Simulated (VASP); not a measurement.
# ZnO (P6_3mc) in VASP: vibrations by perturbation theory with PBE

Aim: the vibrations by perturbation theory of ZnO with PBE.

All numbers are computed with VASP 6.6.1; they aren't measurements. Logs are shortened: lines on timing, memory, paths and dates and some standing lists are left out, and cuts for length are marked.

**1. The cell of the first run**

The structure is hexagonal, space group P6_3mc (No. 186). The conventional cell has a = 3.280 Å, b = 3.280 Å, c = 5.293 Å, α = 90.00°, β = 90.00°, γ = 120.00°. Zn (site symmetry 3m) has 4 O at 2.00 to 2.01 Å within 2.6 Å. O (site symmetry 3m) has 4 Zn at 2.00 to 2.01 Å within 2.6 Å.

**2. Vibrations by perturbation theory, PBE**

Input file INCAR:

```
SYSTEM = ZnO
PREC = Accurate
ENCUT = 520
EDIFF = 1E-8
ISMEAR = 0
SIGMA = 0.01
LREAL = .False.
LASPH = .True.
NELM = 60
ALGO = Normal
ISIF = 2
LWAVE = .False.
LCHARG = .False.
GGA = PE
NBANDS = 26
IBRION = 8
NSW = 1
LEPSILON = .True.
```

Input file KPOINTS:

```
Automatic mesh
0
Gamma
  9 9 6
  0 0 0
```

Input file POSCAR:

```
ZnO
1.0
    3.2795543055      0.0000000000      0.0000000000
   -1.6397771528      2.8401773417      0.0000000000
    0.0000000000      0.0000000000      5.2934413845
Zn O
2 2
Direct
    0.3333333333      0.6666666667      0.8104629096
    0.6666666667      0.3333333333      0.3104629096
    0.6666666667      0.3333333333      0.6895460547
    0.3333333333      0.6666666667      0.1895460547
```

Potentials or basis: VASP PAW PBE potentials, release 64 (Zn, O).

Command:

```console
cat potpaw_PBE.64/Zn/POTCAR potpaw_PBE.64/O/POTCAR > POTCAR
mpirun -np 1 vasp_std > vasp.out
```

OUTCAR:

```text
SYSTEM = ZnO
   PREC = Accurate
   ENCUT = 520
   EDIFF = 1E-8
   ISMEAR = 0
   LREAL = .False.
   LASPH = .True.
   NELM = 60
   ISIF = 2
   GGA = PE
   IBRION = 8
   NSW = 1
   LEPSILON = .True.

 ion  position               nearest neighbor table
   1  0.333  0.667  0.810-   3 2.00   3 2.00   3 2.00   4 2.01
   2  0.667  0.333  0.310-   4 2.00   4 2.00   4 2.00   3 2.01
   3  0.667  0.333  0.690-   1 2.00   1 2.00   1 2.00   2 2.01
   4  0.333  0.667  0.190-   2 2.00   2 2.00   2 2.00   1 2.01

  LATTYP: Found a hexagonal cell.
 ALAT       =     3.2795543055
 C/A-ratio  =     1.6140734049

  Lattice vectors:

 A1 = (   3.2795543055,   0.0000000000,   0.0000000000)
 A2 = (  -1.6397771528,   2.8401773417,   0.0000000000)
 A3 = (   0.0000000000,   0.0000000000,   5.2934413845)

Analysis of symmetry for initial positions (statically):
=====================================================================
 Subroutine PRICEL returns:
 Original cell was already a primitive cell.

 Routine SETGRP: Setting up the symmetry group for a
 hexagonal supercell.

 Subroutine GETGRP returns: Found 12 space group operations
 (whereof  6 operations were pure point group operations)
 out of a pool of 24 trial point group operations.

The static configuration has the point symmetry C_3v.
 The point group associated with its full space group is C_6v.

Analysis of symmetry for dynamics (positions and initial velocities):
=====================================================================
 Subroutine PRICEL returns:
 Original cell was already a primitive cell.

 Routine SETGRP: Setting up the symmetry group for a
 hexagonal supercell.

 Subroutine GETGRP returns: Found 12 space group operations
 (whereof  6 operations were pure point group operations)
 out of a pool of 24 trial point group operations.

The dynamic configuration has the point symmetry C_3v.
 The point group associated with its full space group is C_6v.

 Subroutine INISYM returns: Found 12 space group operations
 (whereof  6 operations are pure point group operations),
 and found     1 'primitive' translations

----------------------------------------------------------------------------------------

                                     Primitive cell

  volume of cell :      49.3058

  direct lattice vectors                    reciprocal lattice vectors
     3.279554306  0.000000000  0.000000000     0.304919482  0.176045345  0.000000000
    -1.639777153  2.840177342  0.000000000     0.000000000  0.352090690  0.000000000
     0.000000000  0.000000000  5.293441385     0.000000000  0.000000000  0.188913020

  length of vectors
     3.279554306  3.279554306  5.293441385     0.352090690  0.352090690  0.188913020

  position of ions in fractional coordinates (direct lattice)
     0.333333333  0.666666667  0.810462910
     0.666666667  0.333333333  0.310462910
     0.666666667  0.333333333  0.689546055
     0.333333333  0.666666667  0.189546055

  ion indices of the primitive-cell ions
   primitive index   ion index
                 1           1
                 2           2
                 3           3
[... 884 lines left out ...]
     0.39433 -0.00000  0.00000
    -0.00000  0.39433 -0.00000
    -0.00000  0.00000 -0.79353

[... ionic steps 4 to 9 ...]

--------------------------------------- Ionic step       10  -------------------------------------------

------------------------ aborting loop because EDIFF is reached ----------------------------------------

[... ionic steps 11 to 11 ...]

--------------------------------------- Ionic step       12  -------------------------------------------

 Free energy of the ion-electron system (eV)
  ---------------------------------------------------
  ---------------------------------------------------
  free energy    TOTEN  =        -0.37801151 eV

  energy without entropy =       -0.37801151

------------------------ aborting loop because EDIFF is reached ----------------------------------------

 INTERNAL STRAIN TENSOR  FOR ION    3  DIRECTION 3   (eV/Angst):
 -----------------------------------------------------------------------------
     3.94534 -0.00000  0.00000
    -0.00000  3.94534 -0.00000
     0.00000  0.00000 -7.76258

 MACROSCOPIC STATIC DIELECTRIC TENSOR (including local field effects in DFT)
 ------------------------------------------------------
           6.108771    -0.000000    -0.000000
          -0.000000     6.108771     0.000000
           0.000000     0.000000     5.870320
 ------------------------------------------------------

 PIEZOELECTRIC TENSOR (including local field effects)  for field in x, y, z        (e  Angst)
          XX          YY          ZZ          XY          YZ          ZX
  --------------------------------------------------------------------------------
  x    -0.00000     0.00000     0.00000    -0.00000    -0.00000     1.28043
  y    -0.00000    -0.00000     0.00000     0.00000     1.28043    -0.00000
  z     1.21353     1.21353    -2.44202    -0.00000     0.00000     0.00000

 PIEZOELECTRIC TENSOR (including local field effects)  for field in x, y, z        (C/m^2)
          XX          YY          ZZ          XY          YZ          ZX
  --------------------------------------------------------------------------------
  x    -0.00000     0.00000     0.00000    -0.00000    -0.00000     0.41607
  y    -0.00000    -0.00000     0.00000     0.00000     0.41607    -0.00000
  z     0.39433     0.39433    -0.79353    -0.00000     0.00000     0.00000

 BORN EFFECTIVE CHARGES (including local field effects) (in |e|, cummulative output)
 ---------------------------------------------------------------------------------
 ion    1
    1     2.15115    -0.00000     0.00000
    2    -0.00000     2.15115     0.00000
    3     0.00000    -0.00000     2.19687
 ion    2
    1     2.15115    -0.00000     0.00000
    2    -0.00000     2.15115    -0.00000
    3     0.00000     0.00000     2.19687
 ion    3
    1    -2.15115     0.00000     0.00000
    2     0.00000    -2.15115     0.00000
    3    -0.00000     0.00000    -2.19687
 ion    4
    1    -2.15115     0.00000    -0.00000
    2     0.00000    -2.15115    -0.00000
    3     0.00000     0.00000    -2.19687

 INTERNAL STRAIN TENSOR FOR ION    4 for displacements in x,y,z  (eV/Angst):
          X           Y           Z          XY          YZ          ZX
  --------------------------------------------------------------------------------
  x     0.00000    -0.00000     0.00000    -7.22810    -0.00000     3.82109
  y    -7.22810     7.22810    -0.00000    -0.00000     4.13417    -0.00000
  z     3.94534     3.94534    -7.76258    -0.00000     0.00000    -0.00000

 SECOND DERIVATIVES (NOT SYMMETRIZED)
 ------------------------------------
               1X          1Y          1Z          2X          2Y          2Z          3X          3Y          3Z          4X          4Y          4Z
  1X    -6.926988    0.000000   -0.000000    0.292688   -0.000000   -0.000000    6.522333   -0.000000    0.000000    0.111966   -0.000000    0.000000
  1Y     0.000000   -6.926988    0.000000   -0.000000    0.292688    0.000000   -0.000000    6.522333    0.000000   -0.000000    0.111966    0.000000
  1Z    -0.000000   -0.000000  -10.668828   -0.000000    0.000000    4.720011    0.000000    0.000000    1.568569    0.000000    0.000000    4.380248
  2X     0.292688   -0.000000    0.000000   -6.926988    0.000000    0.000000    0.111966   -0.000000    0.000000    6.522333   -0.000000   -0.000000
  2Y    -0.000000    0.292688   -0.000000    0.000000   -6.926988    0.000000   -0.000000    0.111966   -0.000000   -0.000000    6.522333    0.000000
  2Z     0.000000    0.000000    4.720011    0.000000    0.000000  -10.668828    0.000000    0.000000    4.380248   -0.000000   -0.000000    1.568569
  3X     6.524592   -0.000000   -0.000000    0.106991   -0.000000    0.000000   -7.523951    0.000000    0.000000    0.892368   -0.000000    0.000000
  3Y    -0.000000    6.524592   -0.000000   -0.000000    0.106991    0.000000    0.000000   -7.523951    0.000000   -0.000000    0.892368    0.000000
  3Z     0.000000    0.000000    1.526638    0.000000   -0.000000    4.383604    0.000000   -0.000000  -10.665278    0.000000    0.000000    4.755036
  4X     0.106991   -0.000000   -0.000000    6.524592   -0.000000    0.000000    0.892368   -0.000000   -0.000000   -7.523951    0.000000   -0.000000
  4Y    -0.000000    0.106991   -0.000000   -0.000000    6.524592    0.000000   -0.000000    0.892368   -0.000000    0.000000   -7.523951   -0.000000
  4Z     0.000000    0.000000    4.383604   -0.000000    0.000000    1.526638    0.000000    0.000000    4.755036   -0.000000    0.000000  -10.665278

 Eigenvectors and eigenvalues of the dynamical matrix
 ----------------------------------------------------

   1 f  =   15.430016 THz    96.949652 2PiTHz  514.689944 cm-1    63.813391 meV
             X         Y         Z           dx          dy          dz
     -0.000000  1.893452  4.290138     0.000000    0.000000   -0.083281
      1.639777  0.946726  1.643417    -0.000000   -0.000000    0.083281
      1.639777  0.946726  3.650072    -0.000000   -0.000000   -0.702185
     -0.000000  1.893452  1.003351     0.000000    0.000000    0.702185
[... 71 lines left out ...]
  12 f/i=    0.013739 THz     0.086326 2PiTHz    0.458289 cm-1     0.056821 meV
             X         Y         Z           dx          dy          dz
     -0.000000  1.893452  4.290138    -0.000000   -0.000000    0.633398
      1.639777  0.946726  1.643417    -0.000000   -0.000000    0.633398
      1.639777  0.946726  3.650072    -0.000000   -0.000000    0.314337
     -0.000000  1.893452  1.003351    -0.000000   -0.000000    0.314337

--------------------------------------------------------------------------------------------------------

 MACROSCOPIC STATIC DIELECTRIC TENSOR IONIC CONTRIBUTION
 ------------------------------------------------------
           5.120736    -0.000000     0.000000
          -0.000000     5.120736     0.000000
           0.000000     0.000000     5.974251
 ------------------------------------------------------

 ELASTIC MODULI CONTR FROM IONIC RELAXATION (kBar)
 Direction    XX          YY          ZZ          XY          YZ          ZX
 --------------------------------------------------------------------------------
 XX        -582.2349    241.9723    338.0691      0.0000     -0.0000     -0.0000
 YY         241.9723   -582.2349    338.0691      0.0000      0.0000      0.0000
 ZZ         338.0691    338.0691   -671.7795     -0.0000      0.0000      0.0000
 XY           0.0000      0.0000     -0.0000   -412.1036     -0.0000      0.0000
 YZ          -0.0000      0.0000      0.0000     -0.0000   -152.4783      0.0000
 ZX          -0.0000      0.0000      0.0000      0.0000      0.0000   -146.5959
 --------------------------------------------------------------------------------

 PIEZOELECTRIC TENSOR IONIC CONTR  for field in x, y, z        (C/m^2)
          XX          YY          ZZ          XY          YZ          ZX
  --------------------------------------------------------------------------------
  x    -0.00000     0.00000     0.00000     0.00000     0.00000    -0.81527
  y    -0.00000     0.00000     0.00000    -0.00000    -0.83146     0.00000
  z    -0.94865    -0.94865     1.88507     0.00000    -0.00000    -0.00000
```

Run time: 18 min. Hardware: 1 thread of Intel Xeon Platinum 8488C (Sapphire Rapids), shared host; peak memory 0.71 GiB.

Results:

* Electronic dielectric tensor (diagonal): 6.11, 6.11, 5.87
* Born charges (mean of the diagonal): Zn +2.17; O -2.17 e
* Highest phonon frequency at Γ, LO-TO splitting left out: 515 cm⁻¹

Phonon frequencies in cm⁻¹ (negative: imaginary):
| q point | frequencies |
| --- | --- |
| (0.000, 0.000, 0.000) | 0 0 0 92 92 247 354 375 375 406 406 515 |

Electronic dielectric tensor:
```
6.11 0.00 0.00
0.00 6.11 0.00
0.00 0.00 5.87
```

Born effective charge tensors (e):
atom 1, Zn
```
2.15 0.00 0.00
0.00 2.15 0.00
0.00 0.00 2.20
```
atom 2, Zn
```
2.15 0.00 0.00
0.00 2.15 0.00
0.00 0.00 2.20
```
atom 3, O
```
-2.15  0.00  0.00
 0.00 -2.15  0.00
 0.00  0.00 -2.20
```
atom 4, O
```
-2.15  0.00  0.00
 0.00 -2.15  0.00
 0.00  0.00 -2.20
```
